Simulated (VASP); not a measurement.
# Sn (P6_3/mmc) in VASP: further runs, part 2 of 2

VASP 6.6.1. Earlier steps stand in the parts before.

## Step 5: Single point, LDA

This run uses another cell than the first one, of 35.41 Å³/atom.

Contents of INCAR:

```
PREC = Accurate
ENCUT = 520
EDIFF = 1E-6
ISMEAR = -1
SIGMA = 0.02
LREAL = F
LASPH = T
NELM = 80
ALGO = Normal
ISIF = 2
LWAVE = F
LCHARG = F
GGA = CA
NBANDS = 36
```

Contents of KPOINTS:

```
regular mesh
0
Gamma
  6 6 4
```

Contents of POSCAR:

```
Sn
1.0
    4.6349415438      0.0000000000      0.0000000000
   -2.3174707719      4.0139771220      0.0000000000
    0.0000000000      0.0000000000      7.6138913059
Sn
4
Direct
    0.3333333333      0.6666666667      0.0002405641
    0.6666666667      0.3333333333      0.5002405641
    0.3333333333      0.6666666667      0.3747594359
    0.6666666667      0.3333333333      0.8747594359
```

Potentials or basis: VASP PAW LDA potentials, release 64 (Sn_d).

Started as:

```sh
cat potpaw_LDA.64/Sn_d/POTCAR > POTCAR
mpirun -np 1 vasp_std > vasp.out
```

OUTCAR:

```text
PREC = Accurate
   ENCUT = 520
   EDIFF = 1E-6
   ISMEAR = -1
   LREAL = F
   LASPH = T
   NELM = 80
   ISIF = 2
   GGA = CA

 ion  position               nearest neighbor table
   1  0.333  0.667  0.000-   4 2.84   4 2.84   4 2.84   3 2.85
   2  0.667  0.333  0.500-   3 2.84   3 2.84   3 2.84   4 2.85
   3  0.333  0.667  0.375-   2 2.84   2 2.84   2 2.84   1 2.85
   4  0.667  0.333  0.875-   1 2.84   1 2.84   1 2.84   2 2.85

  LATTYP: Found a hexagonal cell.
 ALAT       =     4.6349415438
 C/A-ratio  =     1.6427157137

  Lattice vectors:

 A1 = (   4.6349415438,   0.0000000000,   0.0000000000)
 A2 = (  -2.3174707719,   4.0139771220,   0.0000000000)
 A3 = (   0.0000000000,   0.0000000000,   7.6138913059)

Analysis of symmetry for initial positions (statically):
=====================================================================
 Subroutine PRICEL returns:
 Original cell was already a primitive cell.

 Routine SETGRP: Setting up the symmetry group for a
 hexagonal supercell.

 Subroutine GETGRP returns: Found 24 space group operations
 (whereof  6 operations were pure point group operations)
 out of a pool of 24 trial point group operations.

The static configuration has the point symmetry C_3v.
 The point group associated with its full space group is D_6h.

Analysis of symmetry for dynamics (positions and initial velocities):
=====================================================================
 Subroutine PRICEL returns:
 Original cell was already a primitive cell.

 Routine SETGRP: Setting up the symmetry group for a
 hexagonal supercell.

 Subroutine GETGRP returns: Found 24 space group operations
 (whereof  6 operations were pure point group operations)
 out of a pool of 24 trial point group operations.

The dynamic configuration has the point symmetry C_3v.
 The point group associated with its full space group is D_6h.

 Subroutine INISYM returns: Found 24 space group operations
 (whereof  6 operations are pure point group operations),
 and found     1 'primitive' translations

----------------------------------------------------------------------------------------

                                     Primitive cell

  volume of cell :     141.6530

  direct lattice vectors                    reciprocal lattice vectors
     4.634941544  0.000000000  0.000000000     0.215752451  0.124564736  0.000000000
    -2.317470772  4.013977122  0.000000000     0.000000000  0.249129472  0.000000000
     0.000000000  0.000000000  7.613891306     0.000000000  0.000000000  0.131338886

  length of vectors
     4.634941544  4.634941544  7.613891306     0.249129472  0.249129472  0.131338886

  position of ions in fractional coordinates (direct lattice)
     0.333333333  0.666666667  0.000240564
     0.666666667  0.333333333  0.500240564
     0.333333333  0.666666667  0.374759436
     0.666666667  0.333333333  0.874759436

  ion indices of the primitive-cell ions
   primitive index   ion index
                 1           1
                 2           2
                 3           3
                 4           4

----------------------------------------------------------------------------------------

 KPOINTS: regular mesh

Automatic generation of k-mesh.
 Grid dimensions read from file:
 generate k-points for:    6    6    4

 Generating k-lattice:

  Cartesian coordinates                     Fractional coordinates (reciprocal lattice)
     0.035958742  0.020760789  0.000000000     0.166666667  0.000000000  0.000000000
     0.000000000  0.041521579  0.000000000     0.000000000  0.166666667  0.000000000
     0.000000000  0.000000000  0.032834721     0.000000000  0.000000000  0.250000000

  Length of vectors
     0.041521579  0.041521579  0.032834721

  Shift w.r.t. Gamma in fractional coordinates (k-lattice)
     0.000000000  0.000000000  0.000000000

 Subroutine IBZKPT returns following result:
 ===========================================

 Found     21 irreducible k-points:

 Following reciprocal coordinates:
            Coordinates               Weight
  0.000000  0.000000  0.000000      1.000000
  0.166667 -0.000000  0.000000      6.000000
  0.333333  0.000000  0.000000      6.000000
  0.500000  0.000000  0.000000      3.000000
  0.166667  0.166667  0.000000      6.000000
  0.333333  0.166667  0.000000     12.000000
[... 13 lines left out ...]
  0.333333  0.166667  0.500000     12.000000
  0.333333  0.333333  0.500000      2.000000
   k-points           NKPTS =     21   k-points in BZ     NKDIM =     21   number of bands    NBANDS=     36
   number of dos      NEDOS =    301   number of ions     NIONS =      4
   total plane-waves  NPLWV =  77760
   dimension x,y,z NGX =    36 NGY =   36 NGZ =   60
   dimension x,y,z NGXF=    72 NGYF=   72 NGZF=  120
   ions per type =               4
   NGX,Y,Z   is equivalent  to a cutoff of  12.91, 12.91, 13.10 a.u.
   NGXF,Y,Z  is equivalent  to a cutoff of  25.82, 25.82, 26.20 a.u.
 SYSTEM =  unknown system
   PREC   = accura    normal or accurate (medium, high low for compatibility)
   ISTART =      0    job   : 0-new  1-cont  2-samecut
   ICHARG =      2    charge: 1-file 2-atom 10-const
   ISPIN  =      1    spin polarized calculation?
   LNONCOLLINEAR =      F non collinear calculations
   LSORBIT =      F    spin-orbit coupling
   LASPH  =      T    aspherical Exc in radial PAW
   ENCUT  =  520.0 eV  38.22 Ry    6.18 a.u.   8.62  8.62 14.16*2*pi/ulx,y,z
   NELM   =     80;   NELMIN=  2; NELMDL= -5     # of ELM steps
   EDIFF  = 0.1E-05   stopping-criterion for ELM
   LREAL  =      F    real-space projection
   EDIFFG = 0.1E-04   stopping-criterion for IOM
   NSW    =      0    number of steps for IOM
   IBRION =     -1    ionic relax: 0-MD 1-quasi-New 2-CG
   NFREE  =      0    steps in history (QN), initial steepest desc. (CG)
   ISIF   =      2    stress and relaxation
   ISYM   =      2    0-nonsym 1-usesym 2-fastsym
   POTIM  = 0.5000    time-step for ionic-motion
   TEBEG  =    0.0;   TEEND  =   0.0 temperature during run
   PSTRESS=    0.0 pullay stress
   NELECT =      56.0000    total number of electrons
   NUPDOWN=      -1.0000    fix difference up-down
   EMIN   =  10.00;   EMAX   =-10.00  energy-range for DOS
   EFERMI =   0.00;   METHOD = LEGACY
   ISMEAR =    -1;   SIGMA  =   0.02  broadening in eV -4-tet -1-fermi 0-gaus
   EFERMI_NEDOS =   21; number of points for ismear=-14 and -15
   IALGO  =     38    algorithm
   IMIX   =      4    mixing-type and parameters
     AMIX     =   0.40;   BMIX     =  1.00
     AMIX_MAG =   1.60;   BMIX_MAG =  1.00
  volume/ion in A,a.u.               =      35.41       238.98
  Fermi-wavevector in a.u.,A,eV,Ry     =   1.201514  2.270533 19.641864  1.443636
  Thomas-Fermi vector in A             =   2.337321
   LORBIT       =      0    0 simple, 1 ext, 2 COOP (PROOUT), +10 PAW based schemes
   GGA     = CA    functional components
   LHFCALC =     F    Hartree Fock is set to
   AEXX    =    0.0000 exact exchange contribution
   IVDW    =     0    specifies the selected vdW correction
   LEPSILON=     F    determine dielectric tensor
   LRPA    =     F    only Hartree local field effects (RPA)
 non-spin polarized calculation
  energy-cutoff  :      520.00
  volume of cell :      141.65
 maximum number of plane-waves:      3847
 NGX is ok and might be reduce to    36
   NGX = 17   NGY = 17   NGZ = 29

 number of electron      56.0000008 magnetization

 Free energy of the ion-electron system (eV)
  ---------------------------------------------------
  ext. energy  EPLUGINS =         0.00000000
  ---------------------------------------------------
  free energy    TOTEN  =       -17.76553396 eV

  energy without entropy =      -17.76484964  energy(sigma->0) =      -17.76519180

 E-fermi :   4.9227     XC(G=0):  -9.0336

 val. band max:        4.9008940904   @ k =   0.0000   0.0000   0.2500
 cond. band min:       4.9978541214   @ k =   0.0000   0.0000   0.0000
 fundamental gap:      0.0969600310
 Fermi energy:         4.9226578088

 k-point     1 :       0.0000    0.0000    0.0000
  band No.  band energies     occupation
      1     -16.5932      2.00000
      2     -16.5932      2.00000
      3     -16.5472      2.00000
      4     -16.5427      2.00000
      5     -16.5427      2.00000
      6     -16.5252      2.00000
[... 28 lines left out ...]
     35       8.7807      0.00000
     36       9.6972      0.00000
[... 749 lines left out ...]
      6     -16.4899      2.00000
[... 28 lines left out ...]
     35      10.1147      0.00000
     36      10.1147      0.00000

------------------------ aborting loop because EDIFF is reached ----------------------------------------

  FORCE on cell =-STRESS in cart. coord.  units (eV):
  Direction    XX          YY          ZZ          XY          YZ          ZX
  --------------------------------------------------------------------------------------
  -------------------------------------------------------------------------------------
  Total       -1.4800315     -1.4800315     -1.7886577      0.0000000      0.0000000      0.0000000
  in kB      -16.7400105    -16.7400105    -20.2307506      0.0000000      0.0000000      0.0000000
  external PRESSURE =     -17.9035906 kB  Pullay stress =       0.0000000 kB

 VOLUME and BASIS-vectors are now :
 -----------------------------------------------------------------------------
  energy-cutoff  :      520.00
  volume of cell :      141.65
      direct lattice vectors                 reciprocal lattice vectors
     4.634941544  0.000000000  0.000000000     0.215752451  0.124564736  0.000000000
    -2.317470772  4.013977122  0.000000000     0.000000000  0.249129472  0.000000000
     0.000000000  0.000000000  7.613891306     0.000000000  0.000000000  0.131338886

 POSITION                                       TOTAL-FORCE (eV/Angst)
 -----------------------------------------------------------------------------------
     -0.00000      2.67598      0.00183        -0.000000      0.000000     -0.060094
      2.31747      1.33799      3.80878         0.000000     -0.000000     -0.060094
     -0.00000      2.67598      2.85338        -0.000000      0.000000      0.060094
      2.31747      1.33799      6.66032         0.000000     -0.000000      0.060094
 -----------------------------------------------------------------------------------
    total drift:                               -0.000000      0.000000      0.000000

  FREE ENERGIE OF THE ION-ELECTRON SYSTEM (eV)
  ---------------------------------------------------
  free  energy   TOTEN  =       -17.7655339597 eV

  energy  without entropy=      -17.7648496437  energy(sigma->0) =      -17.76519180
```

OSZICAR:

```text
N       E                     dE             d eps       ncg     rms          rms(c)
DAV:   1     0.555391235775E+03    0.55539E+03   -0.28765E+04  1532   0.223E+03
DAV:   2     0.619444624697E+02   -0.49345E+03   -0.48600E+03  1512   0.567E+02
DAV:   3    -0.142761685951E+02   -0.76221E+02   -0.75320E+02  1764   0.198E+02
DAV:   4    -0.178955080543E+02   -0.36193E+01   -0.36110E+01  1748   0.487E+01
DAV:   5    -0.180001073870E+02   -0.10460E+00   -0.10459E+00  1892   0.840E+00    0.441E+00
DAV:   6    -0.178440009656E+02    0.15611E+00   -0.95183E-02  1908   0.245E+00    0.252E+00
DAV:   7    -0.177641316658E+02    0.79869E-01   -0.13625E-01  1604   0.259E+00    0.207E-01
DAV:   8    -0.177654521727E+02   -0.13205E-02   -0.13729E-02  1784   0.117E+00    0.573E-02
DAV:   9    -0.177655147820E+02   -0.62609E-04   -0.64282E-04  2152   0.184E-01    0.382E-02
DAV:  10    -0.177655368130E+02   -0.22031E-04   -0.53674E-05  1892   0.496E-02    0.132E-02
DAV:  11    -0.177655335631E+02    0.32499E-05   -0.99815E-06  1804   0.346E-02    0.381E-03
DAV:  12    -0.177655339597E+02   -0.39661E-06   -0.13435E-06  1172   0.684E-03
   1 F= -.17765534E+02 E0= -.17765192E+02  d E =-.684316E-03
```

It took 54 s on 1 thread of AMD EPYC 9R45 (Zen 5), shared host; peak memory 0.22 GiB.

What came out:

```yaml
Free_energy: -17.7655 eV
Pressure: -1.8 GPa
Largest_force: 0.060 eV/Å
Band_gap_on_the_k_mesh: zero (bands 28 and 29 overlap by 0.10 eV)
```

Forces on the atoms (eV/Å):
```
Sn   0.000  0.000 -0.060
Sn   0.000  0.000 -0.060
Sn   0.000  0.000  0.060
Sn   0.000  0.000  0.060
```

Levels at points of the mesh, in eV from the Fermi level:
| k point | band 26 | band 27 | band 28 | band 29 | band 30 | band 31 |
| --- | --- | --- | --- | --- | --- | --- |
| (0.00, 0.00, 0.00) | -0.90 | -0.26 | 0.08 | 0.27 | 0.27 | 2.04 |
| (0.50, 0.00, 0.00) | -2.26 | -1.96 | -0.99 | 0.67 | 1.21 | 3.19 |
| (0.00, 0.00, 0.50) | -0.52 | -0.52 | -0.52 | 0.34 | 0.34 | 2.95 |
| (0.50, 0.00, 0.50) | -1.86 | -1.74 | -1.74 | 0.51 | 0.51 | 2.04 |

Caveat: spin-orbit coupling is left out, which moves the levels of the heavy elements.

## Step 6: Single point, PBE

This run uses another cell than the first one, of 36.85 Å³/atom.

Contents of INCAR:

```
ALGO = Normal
EDIFF = 1E-6
ENCUT = 520
GGA = PE
ISIF = 2
ISMEAR = -1
LASPH = T
LCHARG = F
LREAL = F
LWAVE = F
NBANDS = 36
NELM = 80
PREC = Accurate
SIGMA = 0.02
```

Contents of KPOINTS:

```
k-points
0
Gamma
  6 6 4
```

Contents of POSCAR:

```
Sn
1.0
    4.7090546313      0.0000000000      0.0000000000
   -2.3545273156      4.0781609385      0.0000000000
    0.0000000000      0.0000000000      7.6743328694
Sn
4
Direct
    0.3333333333      0.6666666667     -0.0008172477
    0.6666666667      0.3333333333      0.4991827523
    0.3333333333      0.6666666667      0.3758172477
    0.6666666667      0.3333333333      0.8758172477
```

Potentials or basis: VASP PAW PBE potentials, release 64 (Sn_d).

Started as:

```sh
cat potpaw_PBE.64/Sn_d/POTCAR > POTCAR
mpirun -np 1 vasp_std > vasp.out
```

It took 61 s on 1 thread of AMD EPYC 9R45 (Zen 5), shared host; peak memory 0.26 GiB.

Results (log left out):

- Free energy: -15.3010 eV
- Pressure: -0.1 GPa
- Largest force: 0.005 eV/Å
- Band gap on the k mesh: zero (bands 28 and 29 overlap by 0.18 eV)

Forces on the atoms (eV/Å):
```
Sn   0.000  0.000 -0.005
Sn   0.000  0.000 -0.005
Sn   0.000  0.000  0.005
Sn   0.000  0.000  0.005
```

Levels at points of the mesh, in eV from the Fermi level:
```
           k point  band 24  band 25  band 26  band 27  band 28  band 29  band 30  band 31  band 32  band 33
(0.00, 0.00, 0.00)    -0.99    -0.98    -0.98    -0.30     0.16     0.25     0.25     2.07     2.07     2.46
(0.50, 0.00, 0.00)    -5.46    -3.16    -2.15    -1.79    -0.93     0.74     1.24     3.31     3.33     3.69
(0.00, 0.00, 0.50)    -3.88    -0.50    -0.50    -0.50    -0.50     0.30     0.30     2.93     2.93     2.93
(0.50, 0.00, 0.50)    -6.26    -1.71    -1.71    -1.65    -1.65     0.60     0.60     2.10     2.10     5.07
```

Caveat: spin-orbit coupling is left out, which moves the levels of the heavy elements.

## Step 7: Summary

```csv
level,potentials or basis,cell,gap on the mesh (eV),pressure (GPa),largest force (eV/Å)
LDA,"VASP PAW LDA potentials, release 64 (Sn_d)","a = 4.583, b = 4.583, c = 7.459 Å, angles 90.0, 90.0, 120.0°, 4 atoms, atomic positions A",none,0.0,-
PBEsol,"VASP PAW PBE potentials, release 64 (Sn_d)","a = 4.628, b = 4.628, c = 7.538 Å, angles 90.0, 90.0, 120.0°, 4 atoms, atomic positions A",none,-0.1,-
PBE,"VASP PAW PBE potentials, release 64 (Sn_d)","a = 4.635, b = 4.635, c = 7.614 Å, angles 90.0, 90.0, 120.0°, 4 atoms, atomic positions B",none,1.5,0.05
LDA,"VASP PAW LDA potentials, release 64 (Sn_d)","a = 4.635, b = 4.635, c = 7.614 Å, angles 90.0, 90.0, 120.0°, 4 atoms, atomic positions B",none,-1.8,0.06
PBE,"VASP PAW PBE potentials, release 64 (Sn_d)","a = 4.709, b = 4.709, c = 7.674 Å, angles 90.0, 90.0, 120.0°, 4 atoms, atomic positions A",none,-0.1,-
```

Alike in all rows: task single point; no spin polarisation; k mesh 6 × 6 × 4; cutoff (eV) 520; smearing fermi-dirac 0.02 eV.

Caveats: spin-orbit coupling is left out, which moves the levels of the heavy elements; the PAW data sets were made with another functional, which shifts forces and pressure a little (at least some runs).

Absolute energies hang on the potentials; compare differences alone.
